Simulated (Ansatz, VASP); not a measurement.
**Two plane-wave programs on AlP**

```
CELL_PARAMETERS angstrom
0.00000 2.44127 2.44127
2.44127 0.00000 2.44127
2.44127 2.44127 0.00000
ATOMIC_POSITIONS crystal
Al 0.00000 0.00000 0.00000
P 0.25000 0.25000 0.25000
```

Change from the starting cell: species swapped into the MnN type (F-43m, No. 216).

Alike in both runs: task relaxation of cell and atoms; functional PBE; k mesh 7 × 7 × 7; occupations gaussian, width 0.2 eV; no spin polarisation.

|  | VASP | Ansatz |
| --- | --- | --- |
| version | VASP 6.6.1 | Ansatz 0.2.0 |
| potentials or method | VASP PAW PBE potentials, release 64 (Al, P), cutoff 500 eV | scalar-relativistic, plane waves, PAW |
| valence electrons in the cell | 8 | 8 |

```tsv
	VASP	Ansatz	Ansatz less VASP
gap on the k mesh at the Fermi level, each at its own relaxed structure (eV)	1.76	1.74	-0.017
relaxed volume (Å³/atom)	20.96	20.72	-0.240
relaxed cell length with the largest relative difference (Å)	3.899	3.884	-0.0149
```

Noted on VASP's run: the volume moved by over 15 % at a fixed basis, so the end points are rough.
